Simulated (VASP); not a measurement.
# Sb (C2/m) in VASP: a series of runs

Runs on Sb. Level: PBE. Tasks: single point.

Program: VASP 6.6.1. These are calculated values, not measurements. Logs are shortened: lines on timing, memory, paths and dates and some standing lists are left out, and cuts for length are marked.

### Step 1. The cell of the first run

Symmetry: C2/m, No. 12, monoclinic system. The conventional cell has a = 7.462 Å, b = 4.308 Å, c = 4.507 Å, α = 90.00°, β = 123.50°, γ = 90.00°. Within 3.4 Å of Sb (site symmetry m) lie 5 Sb at 2.56 to 3.38 Å.

### Step 2. Single point, PBE (shortest bond scaled by 0.88)

INCAR

```
ALGO = Normal
EDIFF = 1E-6
ENCUT = 520
GGA = PE
ISIF = 2
ISMEAR = -1
LASPH = True
LCHARG = False
LREAL = False
LWAVE = False
NBANDS = 12
NELM = 100
PREC = Accurate
SIGMA = 0.05
```

KPOINTS

```
k-points
0
Gamma
  9 9 9
```

POSCAR

```
Sb
1.0
    2.1542000000      1.2437279499      3.7580000000
   -2.1542000000      1.2437279499      3.7580000000
    0.0000000000     -2.4874558998      3.7580000000
Sb
2
Direct
    0.2054712000      0.2054712000      0.2654712000
    0.7945288000      0.7945288000      0.7345288000
```

Potentials or basis: VASP PAW PBE potentials, release 64 (Sb).

Launch:

```
$ cat potpaw_PBE.64/Sb/POTCAR > POTCAR
$ mpirun -np 1 vasp_std > vasp.out
```

OUTCAR:

```text
EDIFF = 1E-6
   ENCUT = 520
   GGA = PE
   ISIF = 2
   ISMEAR = -1
   LASPH = True
   LREAL = False
   NELM = 100
   PREC = Accurate

 ion  position               nearest neighbor table
   1  0.205  0.205  0.265-   2 2.56   2 2.96   2 2.96   2 3.38   2 3.38   2 3.70
   2  0.795  0.795  0.735-   1 2.56   1 2.96   1 2.96   1 3.38   1 3.38   1 3.70

  LATTYP: Found a trigonal (rhomboedric) cell.
 ALAT       =     4.5066618304
 COS(alpha) =     0.5430253624

  Lattice vectors:

 A1 = (   2.1542000000,   1.2437279499,   3.7580000000)
 A2 = (  -2.1542000000,   1.2437279499,   3.7580000000)
 A3 = (   0.0000000000,  -2.4874558998,   3.7580000000)

Analysis of symmetry for initial positions (statically):
=====================================================================
 Subroutine PRICEL returns:
 Original cell was already a primitive cell.

 Routine SETGRP: Setting up the symmetry group for a
 trigonal (rhombohedral) supercell.

 Subroutine GETGRP returns: Found  4 space group operations
 (whereof  4 operations were pure point group operations)
 out of a pool of 12 trial point group operations.

The static configuration has the point symmetry C_2h.

Analysis of symmetry for dynamics (positions and initial velocities):
=====================================================================
 Subroutine PRICEL returns:
 Original cell was already a primitive cell.

 Routine SETGRP: Setting up the symmetry group for a
 trigonal (rhombohedral) supercell.

 Subroutine GETGRP returns: Found  4 space group operations
 (whereof  4 operations were pure point group operations)
 out of a pool of 12 trial point group operations.

The dynamic configuration has the point symmetry C_2h.

 Subroutine INISYM returns: Found  4 space group operations
 (whereof  4 operations are pure point group operations),
 and found     1 'primitive' translations

----------------------------------------------------------------------------------------

                                     Primitive cell

  volume of cell :      60.4115

  direct lattice vectors                    reciprocal lattice vectors
     2.154200000  1.243727950  3.758000000     0.232104726  0.134005726  0.088699663
    -2.154200000  1.243727950  3.758000000    -0.232104726  0.134005726  0.088699663
     0.000000000 -2.487455900  3.758000000     0.000000000 -0.268011452  0.088699663

  length of vectors
     4.506661830  4.506661830  4.506661830     0.282307932  0.282307932  0.282307932

  position of ions in fractional coordinates (direct lattice)
     0.205471200  0.205471200  0.265471200
     0.794528800  0.794528800  0.734528800

  ion indices of the primitive-cell ions
   primitive index   ion index
                 1           1
                 2           2

----------------------------------------------------------------------------------------

 KPOINTS: k-points

Automatic generation of k-mesh.
 Grid dimensions read from file:
 generate k-points for:    9    9    9

 Generating k-lattice:

  Cartesian coordinates                     Fractional coordinates (reciprocal lattice)
     0.025789414  0.014889525  0.009855518     0.111111111  0.000000000  0.000000000
    -0.025789414  0.014889525  0.009855518     0.000000000  0.111111111  0.000000000
     0.000000000 -0.029779050  0.009855518     0.000000000  0.000000000  0.111111111

  Length of vectors
     0.031367548  0.031367548  0.031367548

  Shift w.r.t. Gamma in fractional coordinates (k-lattice)
     0.000000000  0.000000000  0.000000000

 Subroutine IBZKPT returns following result:
 ===========================================

 Found    205 irreducible k-points:

 Following reciprocal coordinates:
            Coordinates               Weight
  0.000000  0.000000  0.000000      1.000000
  0.111111  0.000000 -0.000000      4.000000
 -0.000000 -0.000000  0.111111      2.000000
  0.222222 -0.000000 -0.000000      4.000000
 -0.000000 -0.000000  0.222222      2.000000
  0.333333 -0.000000  0.000000      4.000000
[... 16 lines left out ...]
  0.111111  0.000000 -0.444444      4.000000
 -0.333333  0.111111  0.000000      4.000000
 [... further k-points ...]
   k-points           NKPTS =    205   k-points in BZ     NKDIM =    205   number of bands    NBANDS=     12
   number of dos      NEDOS =    301   number of ions     NIONS =      2
   total plane-waves  NPLWV =  46656
   dimension x,y,z NGX =    36 NGY =   36 NGZ =   36
   dimension x,y,z NGXF=    72 NGYF=   72 NGZF=   72
   ions per type =               2
   NGX,Y,Z   is equivalent  to a cutoff of  13.28, 13.28, 13.28 a.u.
   NGXF,Y,Z  is equivalent  to a cutoff of  26.56, 26.56, 26.56 a.u.
 SYSTEM =  unknown system
   PREC   = accura    normal or accurate (medium, high low for compatibility)
   ISTART =      0    job   : 0-new  1-cont  2-samecut
   ICHARG =      2    charge: 1-file 2-atom 10-const
   ISPIN  =      1    spin polarized calculation?
   LNONCOLLINEAR =      F non collinear calculations
   LSORBIT =      F    spin-orbit coupling
   LASPH  =      T    aspherical Exc in radial PAW
   ENCUT  =  520.0 eV  38.22 Ry    6.18 a.u.   8.38  8.38  8.38*2*pi/ulx,y,z
   NELM   =    100;   NELMIN=  2; NELMDL= -5     # of ELM steps
   EDIFF  = 0.1E-05   stopping-criterion for ELM
   LREAL  =      F    real-space projection
   EDIFFG = 0.1E-04   stopping-criterion for IOM
   NSW    =      0    number of steps for IOM
   IBRION =     -1    ionic relax: 0-MD 1-quasi-New 2-CG
   NFREE  =      0    steps in history (QN), initial steepest desc. (CG)
   ISIF   =      2    stress and relaxation
   ISYM   =      2    0-nonsym 1-usesym 2-fastsym
   POTIM  = 0.5000    time-step for ionic-motion
   TEBEG  =    0.0;   TEEND  =   0.0 temperature during run
   PSTRESS=    0.0 pullay stress
   NELECT =      10.0000    total number of electrons
   NUPDOWN=      -1.0000    fix difference up-down
   EMIN   =  10.00;   EMAX   =-10.00  energy-range for DOS
   EFERMI =   0.00;   METHOD = LEGACY
   ISMEAR =    -1;   SIGMA  =   0.05  broadening in eV -4-tet -1-fermi 0-gaus
   EFERMI_NEDOS =   21; number of points for ismear=-14 and -15
   IALGO  =     38    algorithm
   IMIX   =      4    mixing-type and parameters
     AMIX     =   0.40;   BMIX     =  1.00
     AMIX_MAG =   1.60;   BMIX_MAG =  1.00
  volume/ion in A,a.u.               =      30.21       203.84
  Fermi-wavevector in a.u.,A,eV,Ry     =   0.898880  1.698637 10.993305  0.807985
  Thomas-Fermi vector in A             =   2.021644
   LORBIT       =      0    0 simple, 1 ext, 2 COOP (PROOUT), +10 PAW based schemes
   GGA     = PE    functional components
   LHFCALC =     F    Hartree Fock is set to
   AEXX    =    0.0000 exact exchange contribution
   IVDW    =     0    specifies the selected vdW correction
   LEPSILON=     F    determine dielectric tensor
   LRPA    =     F    only Hartree local field effects (RPA)
 non-spin polarized calculation
  energy-cutoff  :      520.00
  volume of cell :       60.41
 maximum number of plane-waves:      1643
 NGX is ok and might be reduce to    36
   NGX = 17   NGY = 17   NGZ = 17

 number of electron      10.0000000 magnetization

 Free energy of the ion-electron system (eV)
  ---------------------------------------------------
  ext. energy  EPLUGINS =         0.00000000
  ---------------------------------------------------
  free energy    TOTEN  =        -7.80663832 eV

  energy without entropy =       -7.80414063  energy(sigma->0) =       -7.80538948

 E-fermi :   7.2278     XC(G=0):  -9.4817

 val. band max:        7.2252260227   @ k =  -0.2222  -0.1111  -0.2222
 cond. band min:       7.2625750641   @ k =  -0.4444   0.2222   0.1111
 fundamental gap:      0.0373490415
 Fermi energy:         7.2277575218

 k-point     1 :       0.0000    0.0000    0.0000
  band No.  band energies     occupation
      1      -5.7519      2.00000
      2       2.7093      2.00000
      3       4.6707      2.00000
      4       5.6645      2.00000
      5       5.8429      2.00000
      6       8.3796      0.00000
      7       8.7875      0.00000
      8      10.8130      0.00000
      9      12.2509      0.00000
     10      13.2435      0.00000
     11      13.3493      0.00000
     12      13.6438      0.00000

 k-point     2 :       0.1111    0.0000   -0.0000
  band No.  band energies     occupation
      1      -5.6230      2.00000
      2       2.0639      2.00000
      3       4.7666      2.00000
      4       5.6001      2.00000
      5       5.9202      2.00000
      6       8.4201      0.00000
      7       8.8408      0.00000
      8      10.4807      0.00000
      9      12.0814      0.00000
     10      12.5959      0.00000
     11      12.7980      0.00000
     12      14.5935      0.00000

 k-point     3 :      -0.0000   -0.0000    0.1111
  band No.  band energies     occupation
      1      -5.6143      2.00000
      2       1.9726      2.00000
      3       4.7846      2.00000
      4       5.7107      2.00000
      5       5.8670      2.00000
      6       8.5834      0.00000
      7       8.8332      0.00000
      8      10.4397      0.00000
      9      11.8110      0.00000
     10      12.7238      0.00000
     11      12.8139      0.00000
     12      14.6303      0.00000
[... 286 lines left out ...]
 k-point    23 :       0.1111    0.0000   -0.4444
  band No.  band energies     occupation
      1      -3.3837      2.00000
      2      -2.4099      2.00000
      3       4.1112      2.00000
      4       4.8685      2.00000
      5       5.9611      2.00000
      6       8.2942      0.00000
      7       8.5835      0.00000
      8       9.7408      0.00000
      9      14.2288      0.00000
     10      14.5803      0.00000
     11      15.1984      0.00000
     12      16.6831      0.00000

 k-point    24 :      -0.3333    0.1111    0.0000
  band No.  band energies     occupation
      1      -4.3400      2.00000
      2      -0.9265      2.00000
      3       3.5260      2.00000
      4       5.5181      2.00000
      5       6.7851      1.99971
      6       7.2832      0.49593
      7       8.0753      0.00000
      8      10.4372      0.00000
      9      12.5746      0.00000
     10      13.5091      0.00000
     11      16.3677      0.00000
     12      16.9882      0.00000

 [... further k-points ...]

------------------------ aborting loop because EDIFF is reached ----------------------------------------

  FORCE on cell =-STRESS in cart. coord.  units (eV):
  Direction    XX          YY          ZZ          XY          YZ          ZX
  --------------------------------------------------------------------------------------
  -------------------------------------------------------------------------------------
  Total        1.1802105      5.5888553      2.6046267      0.0000000      2.9864414      0.0000000
  in kB       31.3004529    148.2224575     69.0775023      0.0000000     79.2036394      0.0000000
  external PRESSURE =      82.8668042 kB  Pullay stress =       0.0000000 kB

 VOLUME and BASIS-vectors are now :
 -----------------------------------------------------------------------------
  energy-cutoff  :      520.00
  volume of cell :       60.41
      direct lattice vectors                 reciprocal lattice vectors
     2.154200000  1.243727950  3.758000000     0.232104726  0.134005726  0.088699663
    -2.154200000  1.243727950  3.758000000    -0.232104726  0.134005726  0.088699663
     0.000000000 -2.487455900  3.758000000     0.000000000 -0.268011452  0.088699663

 POSITION                                       TOTAL-FORCE (eV/Angst)
 -----------------------------------------------------------------------------------
      0.00000     -0.14925      2.54196         0.000000      2.297014      2.102776
      0.00000      0.14925      8.73204         0.000000     -2.297014     -2.102776
 -----------------------------------------------------------------------------------
    total drift:                               -0.000000      0.000000     -0.000000

  FREE ENERGIE OF THE ION-ELECTRON SYSTEM (eV)
  ---------------------------------------------------
  free  energy   TOTEN  =        -7.8066383206 eV

  energy  without entropy=       -7.8041406315  energy(sigma->0) =       -7.80538948
```

It took 3.5 min on 1 thread of AMD EPYC 7R43 (Zen 3), shared host; peak memory 0.25 GiB.

Results:

| Quantity | Value |
| --- | --- |
| Free energy | -7.8066 eV |
| Pressure | 8.3 GPa |
| Largest force | 3.114 eV/Å |
| Band gap on the k mesh | zero (bands 5 and 6 overlap by 0.44 eV) |

Forces in eV/Å, atoms in the order of the input:
```
Sb   0.000  2.297  2.103
Sb   0.000 -2.297 -2.103
```

Levels at points of the mesh, in eV from the Fermi level:
```tsv
k point	band 2	band 3	band 4	band 5	band 6	band 7	band 8	band 9
(0.00, 0.00, 0.00)	-4.52	-2.56	-1.56	-1.38	1.15	1.56	3.59	5.02
```

Caveat: the cell differs from its parent crystal (shortest bond scaled by 0.88); the cell stands under pressure; spin-orbit coupling is left out, which moves the levels of the heavy elements; forces of over 1 eV/Å act on the atoms, so gaps and moduli don't describe the material at rest.

### Step 3. Single point, PBE (shortest bond scaled by 0.76)

INCAR

```
PREC     = Accurate       # precision mode
ENCUT    = 520            # plane-wave cutoff, eV
EDIFF    = 1E-7           # SCF threshold, eV
ISMEAR   = -1             # smearing method
SIGMA    = 0.05           # smearing width, eV
LREAL    = False          # projectors in reciprocal space
LASPH    = True           # aspherical terms in the spheres
NELM     = 60             # most SCF steps
ALGO     = Normal         # electronic algorithm
ISIF     = 2              # what is computed and relaxed
LWAVE    = False          # write WAVECAR
LCHARG   = False          # write CHGCAR
GGA      = PE             # functional
NBANDS   = 12             # bands
```

KPOINTS

```
regular mesh
0
Gamma
  9 9 9
```

POSCAR

```
Sb
1.0
    2.1542000000      1.2437279499      3.7580000000
   -2.1542000000      1.2437279499      3.7580000000
    0.0000000000     -2.4874558998      3.7580000000
Sb
2
Direct
    0.1774524000      0.1774524000      0.2974524000
    0.8225476000      0.8225476000      0.7025476000
```

Potentials or basis: VASP PAW PBE potentials, release 64 (Sb).

Launch:

```
$ cat potpaw_PBE.64/Sb/POTCAR > POTCAR
$ mpirun -np 1 vasp_std > vasp.out
```

Wall time 3.7 min (1 thread of AMD EPYC 7R43 (Zen 3), shared host); peak memory 0.25 GiB.

The run converged. Its results:

| Quantity | Value |
| --- | --- |
| Free energy | -5.4563 eV |
| Pressure | 25.0 GPa |
| Largest force | 11.936 eV/Å |
| Band gap on the k mesh | zero (bands 5 and 6 overlap by 0.68 eV) |

Forces in eV/Å, atoms in the order of the input:
```
Sb   0.000  9.806  6.805
Sb   0.000 -9.806 -6.805
```

Stress tensor (GPa, compression positive):
```
 3.24  0.00  0.00
 0.00 52.43 29.31
 0.00 29.31 19.38
```

Levels at points of the mesh, in eV from the Fermi level:
```
           k point  band 3  band 4  band 5  band 6  band 7  band 8
(0.00, 0.00, 0.00)   -2.95   -0.69   -0.47    0.15    0.42    5.12
```

Caveat: the cell differs from its parent crystal (shortest bond scaled by 0.76); the cell stands under pressure; spin-orbit coupling is left out, which moves the levels of the heavy elements; forces of over 1 eV/Å act on the atoms, so gaps and moduli don't describe the material at rest.
